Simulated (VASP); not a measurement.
Input of a VASP 6.6.1 run:

Contents of INCAR:

```
SYSTEM = HPt3
  PREC = Accurate
  ENCUT = 520
  EDIFF = 1E-7
  ISMEAR = 0
  SIGMA = 0.1
  LREAL = .FALSE.
  LASPH = .TRUE.
  NELM = 60
  ALGO = Normal
  ISIF = 2
  LWAVE = .FALSE.
  LCHARG = .FALSE.
  LDIPOL = .TRUE.
  IDIPOL = 3
  DIPOL = 0.5 0.5 0.335
  GGA = PS
  IBRION = 2
  NSW = 36
  EDIFFG = -0.025
```

Contents of KPOINTS:

```
regular mesh
0
G
  10 10 1
  0 0 0
```

POSCAR

```
HPt3
1.0
    2.7704032196      0.0000000000      0.0000000000
    0.0000000000      2.7704032196      0.0000000000
    0.0000000000      0.0000000000     19.2978325186
Pt H
3 1
Selective dynamics
Direct
    0.5000000000      0.5000000000      0.2072771642  F F F
    0.0000000000      0.0000000000      0.3057065440  F F F
    0.5000000000      0.5000000000      0.4040781529  F F F
    1.0000000000      1.0000000000      0.4247261148  F F T
```

Potentials or basis: VASP PAW PBE potentials, release 64 (Pt, H).

Command:

```console
$ cat potpaw_PBE.64/Pt/POTCAR potpaw_PBE.64/H/POTCAR > POTCAR
$ mpirun -np 1 vasp_std > vasp.out
```

(1) Predict the energy gained by relaxing.

(2) Estimate the band gap on the k mesh.

Results:

(1) 11.5 meV/atom.

(2) zero (an odd number of electrons rules out a gap without spin polarisation).

Caveat: spin-orbit coupling is left out, which moves the levels of the heavy elements.
